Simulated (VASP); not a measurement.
# PbS (R3m) in VASP: a series of runs

PbS is run at these levels: PBEsol; tasks: single point.

All numbers are computed with VASP 6.6.1; they aren't measurements. Logs are shortened: lines on timing, memory, paths and dates and some standing lists are left out, and cuts for length are marked.

## 1. The cell of the first run

Symmetry: R3m, No. 160, trigonal system. The conventional cell has a = 4.193 Å, b = 4.193 Å, c = 10.271 Å, α = 90.00°, β = 90.00°, γ = 120.00°. Within 3.8 Å of Pb (site symmetry 3m) lie 6 S at 2.91 to 3.02 Å. S (site symmetry 3m) has 6 Pb at 2.91 to 3.02 Å within 3.8 Å.

## 2. Single point, PBEsol (all S atoms moved -0.100 Å, as atom 2 along Cartesian [1 1 1])

The input, INCAR:

```
PREC     = Accurate       # precision mode
ENCUT    = 520            # plane-wave cutoff, eV
EDIFF    = 1E-6           # SCF threshold, eV
ISMEAR   = 0              # smearing method
SIGMA    = 0.03           # smearing width, eV
LREAL    = F              # projectors in reciprocal space
LASPH    = T              # aspherical terms in the spheres
NELM     = 100            # most SCF steps
ALGO     = Normal         # electronic algorithm
ISIF     = 2              # what is computed and relaxed
LWAVE    = F              # write WAVECAR
LCHARG   = F              # write CHGCAR
GGA      = PS             # functional
NBANDS   = 17             # bands
```

The input, KPOINTS:

```
Automatic mesh
0
Gamma
  10 10 10
```

The input, POSCAR:

```
PbS
1.0
    0.0000000000      2.9650000000      2.9650000000
    2.9650000000      0.0000000000      2.9650000000
    2.9650000000      2.9650000000      0.0000000000
Pb S
1 1
Direct
    0.0000000000      0.0000000000      0.0000000000
    0.4902639078      0.4902639078      0.4902639078
```

Potentials or basis: VASP PAW PBE potentials, release 64 (Pb_d, S).

Launch:

```console
cat potpaw_PBE.64/Pb_d/POTCAR potpaw_PBE.64/S/POTCAR > POTCAR
mpirun -np 1 vasp_std > vasp.out
```

OUTCAR:

```text
PREC = Accurate
   ENCUT = 520
   EDIFF = 1E-6
   ISMEAR = 0
   LREAL = F
   LASPH = T
   NELM = 100
   ISIF = 2
   GGA = PS

 ion  position               nearest neighbor table
   1  0.000  0.000  0.000-   2 2.91   2 2.91   2 2.91   2 3.02   2 3.02   2 3.02
   2  0.490  0.490  0.490-   1 2.91   1 2.91   1 2.91   1 3.02   1 3.02   1 3.02

  LATTYP: Found a face centered cubic cell.
 ALAT       =     5.9300000000

  Lattice vectors:

 A1 = (   0.0000000000,   2.9650000000,   2.9650000000)
 A2 = (   2.9650000000,   0.0000000000,   2.9650000000)
 A3 = (   2.9650000000,   2.9650000000,   0.0000000000)

Analysis of symmetry for initial positions (statically):
=====================================================================
 Subroutine PRICEL returns:
 Original cell was already a primitive cell.

 Routine SETGRP: Setting up the symmetry group for a
 face centered cubic supercell.

 Subroutine GETGRP returns: Found  6 space group operations
 (whereof  6 operations were pure point group operations)
 out of a pool of 48 trial point group operations.

The static configuration has the point symmetry C_3v.

Analysis of symmetry for dynamics (positions and initial velocities):
=====================================================================
 Subroutine PRICEL returns:
 Original cell was already a primitive cell.

 Routine SETGRP: Setting up the symmetry group for a
 face centered cubic supercell.

 Subroutine GETGRP returns: Found  6 space group operations
 (whereof  6 operations were pure point group operations)
 out of a pool of 48 trial point group operations.

The dynamic configuration has the point symmetry C_3v.

 Subroutine INISYM returns: Found  6 space group operations
 (whereof  6 operations are pure point group operations),
 and found     1 'primitive' translations

----------------------------------------------------------------------------------------

                                     Primitive cell

  volume of cell :      52.1320

  direct lattice vectors                    reciprocal lattice vectors
     0.000000000  2.965000000  2.965000000    -0.168634064  0.168634064  0.168634064
     2.965000000  0.000000000  2.965000000     0.168634064 -0.168634064  0.168634064
     2.965000000  2.965000000  0.000000000     0.168634064  0.168634064 -0.168634064

  length of vectors
     4.193143212  4.193143212  4.193143212     0.292082767  0.292082767  0.292082767

  position of ions in fractional coordinates (direct lattice)
     0.000000000  0.000000000  0.000000000
     0.490263908  0.490263908  0.490263908

  ion indices of the primitive-cell ions
   primitive index   ion index
                 1           1
                 2           2

----------------------------------------------------------------------------------------

 KPOINTS: Automatic mesh

Automatic generation of k-mesh.
 Grid dimensions read from file:
 generate k-points for:   10   10   10

 Generating k-lattice:

  Cartesian coordinates                     Fractional coordinates (reciprocal lattice)
    -0.016863406  0.016863406  0.016863406     0.100000000  0.000000000  0.000000000
     0.016863406 -0.016863406  0.016863406     0.000000000  0.100000000  0.000000000
     0.016863406  0.016863406 -0.016863406     0.000000000  0.000000000  0.100000000

  Length of vectors
     0.029208277  0.029208277  0.029208277

  Shift w.r.t. Gamma in fractional coordinates (k-lattice)
     0.000000000  0.000000000  0.000000000

 Subroutine IBZKPT returns following result:
 ===========================================

 Found    116 irreducible k-points:

 Following reciprocal coordinates:
            Coordinates               Weight
  0.000000  0.000000  0.000000      1.000000
  0.100000  0.000000  0.000000      6.000000
  0.100000  0.100000  0.100000      2.000000
  0.200000  0.000000  0.000000      6.000000
  0.200000  0.200000  0.200000      2.000000
  0.300000  0.000000  0.000000      6.000000
[... 16 lines left out ...]
  0.100000  0.100000 -0.400000      6.000000
  0.500000  0.400000  0.500000      6.000000
 [... further k-points ...]
   k-points           NKPTS =    116   k-points in BZ     NKDIM =    116   number of bands    NBANDS=     17
   number of dos      NEDOS =    301   number of ions     NIONS =      2
   total plane-waves  NPLWV =  32768
   dimension x,y,z NGX =    32 NGY =   32 NGZ =   32
   dimension x,y,z NGXF=    64 NGYF=   64 NGZF=   64
   ions per type =               1   1
   NGX,Y,Z   is equivalent  to a cutoff of  12.69, 12.69, 12.69 a.u.
   NGXF,Y,Z  is equivalent  to a cutoff of  25.37, 25.37, 25.37 a.u.
 SYSTEM =  unknown system
   PREC   = accura    normal or accurate (medium, high low for compatibility)
   ISTART =      0    job   : 0-new  1-cont  2-samecut
   ICHARG =      2    charge: 1-file 2-atom 10-const
   ISPIN  =      1    spin polarized calculation?
   LNONCOLLINEAR =      F non collinear calculations
   LSORBIT =      F    spin-orbit coupling
   LASPH  =      T    aspherical Exc in radial PAW
   ENCUT  =  520.0 eV  38.22 Ry    6.18 a.u.   7.80  7.80  7.80*2*pi/ulx,y,z
   NELM   =    100;   NELMIN=  2; NELMDL= -5     # of ELM steps
   EDIFF  = 0.1E-05   stopping-criterion for ELM
   LREAL  =      F    real-space projection
   EDIFFG = 0.1E-04   stopping-criterion for IOM
   NSW    =      0    number of steps for IOM
   IBRION =     -1    ionic relax: 0-MD 1-quasi-New 2-CG
   NFREE  =      0    steps in history (QN), initial steepest desc. (CG)
   ISIF   =      2    stress and relaxation
   ISYM   =      2    0-nonsym 1-usesym 2-fastsym
   POTIM  = 0.5000    time-step for ionic-motion
   TEBEG  =    0.0;   TEEND  =   0.0 temperature during run
   PSTRESS=    0.0 pullay stress
   NELECT =      20.0000    total number of electrons
   NUPDOWN=      -1.0000    fix difference up-down
   EMIN   =  10.00;   EMAX   =-10.00  energy-range for DOS
   EFERMI =   0.00;   METHOD = LEGACY
   ISMEAR =     0;   SIGMA  =   0.03  broadening in eV -4-tet -1-fermi 0-gaus
   EFERMI_NEDOS =   21; number of points for ismear=-14 and -15
   IALGO  =     38    algorithm
   IMIX   =      4    mixing-type and parameters
     AMIX     =   0.40;   BMIX     =  1.00
     AMIX_MAG =   1.60;   BMIX_MAG =  1.00
  volume/ion in A,a.u.               =      26.07       175.90
  Fermi-wavevector in a.u.,A,eV,Ry     =   1.189552  2.247928 19.252709  1.415034
  Thomas-Fermi vector in A             =   2.325657
   LORBIT       =      0    0 simple, 1 ext, 2 COOP (PROOUT), +10 PAW based schemes
   GGA     = PS    functional components
   LHFCALC =     F    Hartree Fock is set to
   AEXX    =    0.0000 exact exchange contribution
   IVDW    =     0    specifies the selected vdW correction
   LEPSILON=     F    determine dielectric tensor
   LRPA    =     F    only Hartree local field effects (RPA)
 non-spin polarized calculation
 Gauss-broadening in eV      SIGMA  =   0.03
  energy-cutoff  :      520.00
  volume of cell :       52.13
 maximum number of plane-waves:      1422
   NGX = 15   NGY = 15   NGZ = 15

 number of electron      19.9999999 magnetization

 Free energy of the ion-electron system (eV)
  ---------------------------------------------------
  ext. energy  EPLUGINS =         0.00000000
  ---------------------------------------------------
  free energy    TOTEN  =        -9.45313262 eV

  energy without entropy =       -9.45313262  energy(sigma->0) =       -9.45313262

 E-fermi :   5.8643     XC(G=0):  -9.8887

 val. band max:        5.6740191523   @ k =   0.5000   0.0000   0.0000
 cond. band min:       5.9889901682   @ k =   0.5000   0.0000   0.0000
 fundamental gap:      0.3149710159
 Fermi energy:         5.8642555201

 k-point     1 :       0.0000    0.0000    0.0000
  band No.  band energies     occupation
      1     -11.0420      2.00000
      2     -11.0407      2.00000
      3     -11.0407      2.00000
      4     -11.0290      2.00000
      5     -11.0290      2.00000
      6      -7.9244      2.00000
[... 9 lines left out ...]
     16      12.4510      0.00000
     17      14.1434      0.00000

 k-point     2 :       0.1000    0.0000    0.0000
  band No.  band energies     occupation
      1     -11.0408      2.00000
      2     -11.0393      2.00000
      3     -11.0388      2.00000
      4     -11.0298      2.00000
      5     -11.0295      2.00000
      6      -7.8370      2.00000
[... 9 lines left out ...]
     16      12.6692      0.00000
     17      15.0059      0.00000

 k-point     3 :       0.1000    0.1000    0.1000
  band No.  band energies     occupation
      1     -11.0416      2.00000
      2     -11.0386      2.00000
      3     -11.0386      2.00000
      4     -11.0297      2.00000
      5     -11.0297      2.00000
      6      -7.8379      2.00000
[... 9 lines left out ...]
     16      12.6125      0.00000
     17      15.0107      0.00000

 k-point     4 :       0.2000    0.0000    0.0000
  band No.  band energies     occupation
      1     -11.0443      2.00000
      2     -11.0431      2.00000
      3     -11.0390      2.00000
      4     -11.0222      2.00000
      5     -11.0211      2.00000
      6      -7.5862      2.00000
[... 9 lines left out ...]
     16      13.1927      0.00000
     17      16.5805      0.00000
[... 343 lines left out ...]
      1     -11.0737      2.00000
      2     -11.0570      2.00000
      3     -11.0352      2.00000
      4     -10.9987      2.00000
      5     -10.9911      2.00000
      6      -6.6132      2.00000
[... 9 lines left out ...]
     16      15.8995      0.00000
     17      16.1829      0.00000

 k-point    23 :       0.1000    0.1000   -0.4000
  band No.  band energies     occupation
      1     -11.0742      2.00000
      2     -11.0565      2.00000
      3     -11.0352      2.00000
      4     -10.9996      2.00000
      5     -10.9901      2.00000
      6      -6.6132      2.00000
[... 9 lines left out ...]
     16      15.8702      0.00000
     17      16.1611      0.00000

 k-point    24 :       0.5000    0.4000    0.5000
  band No.  band energies     occupation
      1     -11.0724      2.00000
      2     -11.0562      2.00000
      3     -11.0367      2.00000
      4     -10.9988      2.00000
      5     -10.9907      2.00000
      6      -6.6304      2.00000
[... 9 lines left out ...]
     16      15.8964      0.00000
     17      16.2203      0.00000

 [... further k-points ...]
[... 5 lines left out ...]
  --------------------------------------------------------------------------------------
  -------------------------------------------------------------------------------------
  Total       -0.2284012     -0.2284012     -0.2284012      0.0120316      0.0120316      0.0120316
  in kB       -7.0194794     -7.0194794     -7.0194794      0.3697678      0.3697678      0.3697678
  external PRESSURE =      -7.0194794 kB  Pullay stress =       0.0000000 kB

 VOLUME and BASIS-vectors are now :
 -----------------------------------------------------------------------------
  energy-cutoff  :      520.00
  volume of cell :       52.13
      direct lattice vectors                 reciprocal lattice vectors
     0.000000000  2.965000000  2.965000000    -0.168634064  0.168634064  0.168634064
     2.965000000  0.000000000  2.965000000     0.168634064 -0.168634064  0.168634064
     2.965000000  2.965000000  0.000000000     0.168634064  0.168634064 -0.168634064

 POSITION                                       TOTAL-FORCE (eV/Angst)
 -----------------------------------------------------------------------------------
      0.00000      0.00000      0.00000        -0.027770     -0.027770     -0.027770
      2.90726      2.90726      2.90726         0.027770      0.027770      0.027770
 -----------------------------------------------------------------------------------
    total drift:                               -0.000452     -0.000452     -0.000451

  FREE ENERGIE OF THE ION-ELECTRON SYSTEM (eV)
  ---------------------------------------------------
  free  energy   TOTEN  =        -9.4531326214 eV

  energy  without entropy=       -9.4531326214  energy(sigma->0) =       -9.45313262
```

It took 54 s on 1 thread of Intel Xeon Platinum 8375C at 2.90GHz (Ice Lake), shared host; peak memory 0.24 GiB.

What came out:

* Free energy: -9.4531 eV
* Pressure: -0.7 GPa
* Largest force: 0.048 eV/Å
* Band gap on the k mesh: 0.32 eV, direct

Forces in eV/Å, atoms in the order of the input:
```
Pb  -0.028 -0.028 -0.028
S    0.028  0.028  0.028
```

Caveat: the cell differs from its parent crystal (all S atoms moved -0.100 Å, as atom 2 along Cartesian [1 1 1]); the PAW data sets were made with another functional, which shifts forces and pressure a little; spin-orbit coupling is left out, which moves the levels of the heavy elements.

## 3. Single point, PBEsol (all S atoms moved +0.075 Å, as atom 2 along Cartesian [1 1 1])

The input, INCAR:

```
  PREC = Accurate
  ENCUT = 520
  EDIFF = 1E-7
  ISMEAR = 0
  SIGMA = 0.03
  LREAL = F
  LASPH = T
  NELM = 80
  ALGO = Normal
  ISIF = 2
  LWAVE = F
  LCHARG = F
  GGA = PS
  NBANDS = 17
```

The input, KPOINTS:

```
regular mesh
0
Gamma
  10 10 10
```

POSCAR: that of step 2 with these lines changed.

```diff
@@ -9,2 +9,2 @@
     0.0000000000      0.0000000000      0.0000000000
-    0.4902639078      0.4902639078      0.4902639078
+    0.5073020692      0.5073020692      0.5073020692
```

Potentials or basis: VASP PAW PBE potentials, release 64 (Pb_d, S).

Launch:

```console
cat potpaw_PBE.64/Pb_d/POTCAR potpaw_PBE.64/S/POTCAR > POTCAR
mpirun -np 1 vasp_std > vasp.out
```

Run time: 62 s. Hardware: 1 thread of Intel Xeon Platinum 8375C at 2.90GHz (Ice Lake), shared host; peak memory 0.24 GiB.

The run converged. Its results:

```
Free energy            : -9.4541 eV
Pressure               : -0.8 GPa
Largest force          : 0.032 eV/Å
Band gap on the k mesh : 0.29 eV, direct
```

Forces on the atoms (eV/Å):
```
Pb   0.018  0.018  0.018
S   -0.018 -0.018 -0.018
```

Levels at points of the mesh, in eV from the valence-band top:
```
           k point  band 6  band 7  band 8  band 9  band 10  band 11  band 12  band 13  band 14  band 15
(0.00, 0.00, 0.00)  -13.60   -6.04   -2.17   -2.17    -2.15     5.11     5.16     5.16     6.67     6.67
(0.50, 0.00, 0.00)  -12.33   -8.89   -1.78   -1.77     0.00     0.29     1.92     1.93     8.49    10.10
(0.50, 0.50, 0.50)  -12.34   -8.87   -1.77   -1.77    -0.09     0.36     1.91     1.91     8.48    10.11
(0.50, 0.50, 0.00)  -11.89   -7.24   -5.23   -3.46    -3.45     3.70     5.54     5.67     5.70    11.18
```

Caveat: the cell differs from its parent crystal (all S atoms moved +0.075 Å, as atom 2 along Cartesian [1 1 1]); the PAW data sets were made with another functional, which shifts forces and pressure a little; spin-orbit coupling is left out, which moves the levels of the heavy elements. A k mesh can miss the band edges.

(Part 1 of 2 ends here.)
